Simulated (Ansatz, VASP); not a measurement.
# Two plane-wave programs on CdS

```
Cd S
1.0
     6.67572    0.00000    0.00000
     0.00000    4.38506    0.00000
     0.00000    0.00000   26.74295
Cd S
1 1
Direct
  0.50000 0.00000 0.31408
  0.50000 0.50000 0.28421
```

Alike in both runs: functional PBE; k mesh 6 × 6 × 1; occupations gaussian, width 0.02 eV; no spin polarisation.

Ansatz relaxed the structure, and its values are those at the end. VASP's run is a single point on that final structure, the one shown.

|  | VASP | Ansatz |
| --- | --- | --- |
| version | VASP 6.6.1 | Ansatz 0.2.0 |
| potentials or method | VASP PAW PBE potentials, release 64 (Cd_sv_GW, S), cutoff 470 eV | scalar-relativistic, plane waves, PAW |
| valence electrons in the cell | 26 | 26 |

```tsv
	VASP	Ansatz	Ansatz less VASP
gap on the k mesh at the Fermi level (eV)	1.89	1.87	-0.015
least direct gap on the mesh (eV)	2.61	2.59	-0.014
```

Ansatz's warnings: xc potential rough in thin density.
